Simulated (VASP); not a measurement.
# Si (Imma) in VASP: a series of runs

Si is run at these levels: PBEsol; tasks: single point, relaxation of the atoms.

All numbers are computed with VASP 6.6.1; they aren't measurements. Logs are shortened: lines on timing, memory, paths and dates and some standing lists are left out, and cuts for length are marked.

## (1) The cell of the first run

Symmetry: Imma, No. 74, orthorhombic system. Conventional cell: a = 3.804 Å, b = 3.845 Å, c = 5.454 Å, α = 90.00°, β = 90.00°, γ = 90.00°. Si (site symmetry mm2) has 4 Si at 2.34 to 2.35 Å within 3.1 Å.

## (2) Single point, PBEsol (strained cell)

INCAR

```
SYSTEM = Si
  PREC = Accurate
  ENCUT = 520
  EDIFF = 1E-6
  ISMEAR = 0
  SIGMA = 0.02
  LREAL = .FALSE.
  LASPH = .TRUE.
  NELM = 100
  ALGO = Normal
  ISIF = 2
  LWAVE = .FALSE.
  LCHARG = .FALSE.
  GGA = PS
  NBANDS = 11
```

KPOINTS

```
Automatic mesh
0
G
  10 10 10
  0 0 0
```

POSCAR

```
Si
1.0
   -0.0145272556      2.7041893816      2.7268341429
    2.7041893816     -0.0145272556      2.7268341429
    2.6896621260      2.6896621260      0.0000000000
Si
2
Direct
   -0.0007394242     -0.0007394242      0.0007394242
    0.2507394242      0.2507394242      0.2492605758
```

Potentials or basis: VASP PAW PBE potentials, release 64 (Si).

Command:

```sh
cat potpaw_PBE.64/Si/POTCAR > POTCAR
mpirun -np 1 vasp_std > vasp.out
```

OUTCAR:

```text
SYSTEM = Si
   PREC = Accurate
   ENCUT = 520
   EDIFF = 1E-6
   ISMEAR = 0
   LREAL = .FALSE.
   LASPH = .TRUE.
   NELM = 100
   ISIF = 2
   GGA = PS

 ion  position               nearest neighbor table
   1  0.999  0.999  0.001-   2 2.34   2 2.34   2 2.35   2 2.35
   2  0.251  0.251  0.249-   1 2.34   1 2.34   1 2.35   1 2.35

  LATTYP: Found a body centered orthorhombic cell.
 ALAT       =     3.8037566568
 B/A-ratio  =     1.0108022903
 C/A-ratio  =     1.4337584598

  Lattice vectors:

 A1 = (   0.0145272556,  -2.7041893816,  -2.7268341429)
 A2 = (  -0.0145272556,   2.7041893816,  -2.7268341429)
 A3 = (   2.7041893816,  -0.0145272556,   2.7268341429)

Analysis of symmetry for initial positions (statically):
=====================================================================
 Subroutine PRICEL returns:
 Original cell was already a primitive cell.

 Routine SETGRP: Setting up the symmetry group for a
 body centered orthorhombic supercell.

 Subroutine GETGRP returns: Found  8 space group operations
 (whereof  4 operations were pure point group operations)
 out of a pool of  8 trial point group operations.

The static configuration has the point symmetry C_2v.
 The point group associated with its full space group is D_2h.

Analysis of symmetry for dynamics (positions and initial velocities):
=====================================================================
 Subroutine PRICEL returns:
 Original cell was already a primitive cell.

 Routine SETGRP: Setting up the symmetry group for a
 body centered orthorhombic supercell.

 Subroutine GETGRP returns: Found  8 space group operations
 (whereof  4 operations were pure point group operations)
 out of a pool of  8 trial point group operations.

The dynamic configuration has the point symmetry C_2v.
 The point group associated with its full space group is D_2h.

 Subroutine INISYM returns: Found  8 space group operations
 (whereof  4 operations are pure point group operations),
 and found     1 'primitive' translations

----------------------------------------------------------------------------------------

                                     Primitive cell

  volume of cell :      39.8796

  direct lattice vectors                    reciprocal lattice vectors
    -0.014527256  2.704189382  2.726834143    -0.183910303  0.183910303  0.183362821
     2.704189382 -0.014527256  2.726834143     0.183910303 -0.183910303  0.183362821
     2.689662126  2.689662126  0.000000000     0.185896955  0.185896955 -0.183362821

  length of vectors
     3.840374421  3.840374421  3.803756657     0.318226214  0.318226214  0.320526567

[... 86 lines left out ...]
   ISIF   =      2    stress and relaxation
   ISYM   =      2    0-nonsym 1-usesym 2-fastsym
   POTIM  = 0.5000    time-step for ionic-motion
   TEBEG  =    0.0;   TEEND  =   0.0 temperature during run
   PSTRESS=    0.0 pullay stress
   NELECT =       8.0000    total number of electrons
   NUPDOWN=      -1.0000    fix difference up-down
   EMIN   =  10.00;   EMAX   =-10.00  energy-range for DOS
   EFERMI =   0.00;   METHOD = LEGACY
   ISMEAR =     0;   SIGMA  =   0.02  broadening in eV -4-tet -1-fermi 0-gaus
   EFERMI_NEDOS =   21; number of points for ismear=-14 and -15
   IALGO  =     38    algorithm
   IMIX   =      4    mixing-type and parameters
     AMIX     =   0.40;   BMIX     =  1.00
     AMIX_MAG =   1.60;   BMIX_MAG =  1.00
  volume/ion in A,a.u.               =      19.94       134.56
  Fermi-wavevector in a.u.,A,eV,Ry     =   0.958344  1.811007 12.495903  0.918423
  Thomas-Fermi vector in A             =   2.087443
   LORBIT       =      0    0 simple, 1 ext, 2 COOP (PROOUT), +10 PAW based schemes
   GGA     = PS    functional components
   LHFCALC =     F    Hartree Fock is set to
   AEXX    =    0.0000 exact exchange contribution
   IVDW    =     0    specifies the selected vdW correction
   LEPSILON=     F    determine dielectric tensor
   LRPA    =     F    only Hartree local field effects (RPA)
 non-spin polarized calculation
 Gauss-broadening in eV      SIGMA  =   0.02
  energy-cutoff  :      520.00
  volume of cell :       39.88
 maximum number of plane-waves:      1094
 NGX is ok and might be reduce to    30
   NGX = 15   NGY = 15   NGZ = 15

 number of electron       8.0000000 magnetization

 Free energy of the ion-electron system (eV)
  ---------------------------------------------------
  ext. energy  EPLUGINS =         0.00000000
  ---------------------------------------------------
  free energy    TOTEN  =       -11.49042113 eV

  energy without entropy =      -11.49042113  energy(sigma->0) =      -11.49042113

 E-fermi :   6.0041     XC(G=0):  -9.5693

 val. band max:        5.9053442510   @ k =   0.0000   0.0000   0.0000
 cond. band min:       6.2660137031   @ k =   0.4000  -0.0000   0.4000
 fundamental gap:      0.3606694522
 Fermi energy:         6.0041074478

 k-point     1 :       0.0000    0.0000    0.0000
  band No.  band energies     occupation
      1      -6.1871      2.00000
      2       5.7910      2.00000
      3       5.7982      2.00000
      4       5.9053      2.00000
      5       8.2807      0.00000
      6       8.3560      0.00000
      7       8.4020      0.00000
      8       9.2151      0.00000
      9      13.4444      0.00000
     10      13.5594      0.00000
     11      13.6002      0.00000
[... 309 lines left out ...]
 k-point    24 :       0.4000    0.3000    0.0000
  band No.  band energies     occupation
      1      -4.0282      2.00000
      2       0.3589      2.00000
      3       2.9044      2.00000
      4       3.4772      2.00000
      5       6.8519      0.00000
      6       7.9416      0.00000
      7      12.7499      0.00000
      8      12.8963      0.00000
      9      16.3150      0.00000
     10      16.5625      0.00000
     11      17.8946      0.00000

 [... further k-points ...]
[... 5 lines left out ...]
  --------------------------------------------------------------------------------------
  -------------------------------------------------------------------------------------
  Total        0.2281449      0.2281449      0.0277907      0.2001319      0.0000000      0.0000000
  in kB        9.1658131      9.1658131      1.1165017      8.0403788      0.0000000      0.0000000
  external PRESSURE =       6.4827093 kB  Pullay stress =       0.0000000 kB

 VOLUME and BASIS-vectors are now :
 -----------------------------------------------------------------------------
  energy-cutoff  :      520.00
  volume of cell :       39.88
      direct lattice vectors                 reciprocal lattice vectors
    -0.014527256  2.704189382  2.726834143    -0.183910303  0.183910303  0.183362821
     2.704189382 -0.014527256  2.726834143     0.183910303 -0.183910303  0.183362821
     2.689662126  2.689662126  0.000000000     0.185896955  0.185896955 -0.183362821

 POSITION                                       TOTAL-FORCE (eV/Angst)
 -----------------------------------------------------------------------------------
      2.68966      2.68966      5.44964        -0.000000     -0.000000      0.001058
      1.34483      1.34483      1.36745         0.000000      0.000000     -0.001058
 -----------------------------------------------------------------------------------
    total drift:                               -0.000000      0.000000      0.000000

  FREE ENERGIE OF THE ION-ELECTRON SYSTEM (eV)
  ---------------------------------------------------
  free  energy   TOTEN  =       -11.4904211338 eV

  energy  without entropy=      -11.4904211338  energy(sigma->0) =      -11.49042113
```

OSZICAR:

```text
N       E                     dE             d eps       ncg     rms          rms(c)
DAV:   1     0.580669623905E+01    0.58067E+01   -0.32203E+03  3762   0.563E+02
DAV:   2    -0.111155083624E+02   -0.16922E+02   -0.16048E+02  4963   0.825E+01
DAV:   3    -0.117120044348E+02   -0.59650E+00   -0.59474E+00  4837   0.129E+01
DAV:   4    -0.117164938609E+02   -0.44894E-02   -0.44888E-02  4430   0.144E+00
DAV:   5    -0.117165368619E+02   -0.43001E-04   -0.43001E-04  4821   0.133E-01    0.500E+00
DAV:   6    -0.115604937169E+02    0.15604E+00   -0.84837E-02  4308   0.117E+00    0.299E+00
DAV:   7    -0.114897706703E+02    0.70723E-01   -0.15047E-01  4324   0.164E+00    0.187E-01
DAV:   8    -0.114903468317E+02   -0.57616E-03   -0.60171E-03  4335   0.432E-01    0.828E-02
DAV:   9    -0.114904101731E+02   -0.63341E-04   -0.98961E-05  4833   0.652E-02    0.569E-02
DAV:  10    -0.114904212864E+02   -0.11113E-04   -0.10908E-05  4422   0.180E-02    0.539E-03
DAV:  11    -0.114904211338E+02    0.15257E-06   -0.92495E-07  4432   0.476E-03
   1 F= -.11490421E+02 E0= -.11490421E+02  d E =-.289735E-15
```

stdout:

```text
POSCAR found type information on POSCAR Si
 POSCAR found :  1 types and       2 ions
 scaLAPACK will be used
 -----------------------------------------------------------------------------
|                                                                             |
|                                                                             |
|     You enforced a specific xc type in the INCAR file but a different       |
|     I HOPE YOU KNOW WHAT YOU ARE DOING!                                     |
|                                                                             |
 -----------------------------------------------------------------------------

 LDA part: xc-table for (Slater+PW92), standard interpolation
 POSCAR, INCAR and KPOINTS ok, starting setup
 FFT: planning ... GRIDC
 FFT: planning ... GRID_SOFT
 FFT: planning ... GRID
 WAVECAR not read
 entering main loop
```

Run time: 33 s. Hardware: 1 thread of Intel Xeon 6975P-C (Granite Rapids), shared host; peak memory 0.19 GiB.

Results:

* Free energy: -11.4904 eV
* Pressure: 0.6 GPa
* Band gap on the k mesh: 0.36 eV, indirect (least direct gap 2.38 eV)

Caveat: the cell differs from its parent crystal (strained cell); the PAW data sets were made with another functional, which shifts forces and pressure a little. A k mesh can miss the band edges.

## (3) Relaxation of the atoms, PBEsol (strained cell)

INCAR

```
PREC = Accurate
ENCUT = 520
EDIFF = 1E-7
ISMEAR = 0
SIGMA = 0.02
LREAL = False
LASPH = True
NELM = 100
ALGO = Normal
ISIF = 2
LWAVE = False
LCHARG = False
GGA = PS
IBRION = 2
NSW = 60
EDIFFG = -0.002
```

KPOINTS

```
Automatic mesh
0
Gamma
  10 10 10
```

POSCAR is that of step 2.

Potentials or basis: VASP PAW PBE potentials, release 64 (Si).

Command:

```sh
cat potpaw_PBE.64/Si/POTCAR > POTCAR
mpirun -np 1 vasp_std > vasp.out
```

Run time: 26 s. Hardware: 1 thread of Intel Xeon 6975P-C (Granite Rapids), shared host; peak memory 0.18 GiB.

The run converged. Its results:

```yaml
Free_energy: -11.4904 eV
Pressure_after_relaxing: 0.6 GPa
Band_gap_on_the_k_mesh: 0.36 eV, indirect (least direct gap 2.38 eV)
```

Stress tensor (GPa, compression positive):
```
0.91 0.80 0.00
0.80 0.91 0.00
0.00 0.00 0.11
```

Final structure:
```cif
data_structure
_symmetry_space_group_name_H-M 'P 1'
_symmetry_Int_Tables_number 1
_cell_length_a 3.8404
_cell_length_b 3.8404
_cell_length_c 3.8038
_cell_angle_alpha 60.315
_cell_angle_beta 60.315
_cell_angle_gamma 60.077
_cell_volume 39.88
loop_
_atom_site_label
_atom_site_type_symbol
_atom_site_fract_x
_atom_site_fract_y
_atom_site_fract_z
_atom_site_occupancy
Si1 Si 0.99926 0.99926 0.00074 1
Si2 Si 0.25074 0.25074 0.24926 1
```

Levels at points of the mesh, in eV from the valence-band top:
```
           k point  band 2  band 3  band 4  band 5  band 6  band 7
(0.00, 0.00, 0.00)   -0.11   -0.11    0.00    2.38    2.45    2.50
(0.50, 0.00, 0.00)   -7.12   -1.31   -1.19    1.45    3.17    3.28
(0.50, 0.50, 0.00)   -7.93   -2.99   -2.84    0.47    0.63   10.00
(0.00, 0.00, 0.50)   -7.10   -1.33   -1.29    1.35    3.16    3.18
(0.50, 0.00, 0.50)   -7.90   -2.98   -2.98    0.49    0.49   10.00
```

Caveat: the cell differs from its parent crystal (strained cell); the relaxation stopped at its first step, so nothing moved; the PAW data sets were made with another functional, which shifts forces and pressure a little.

(Part 1 of 2 ends here.)
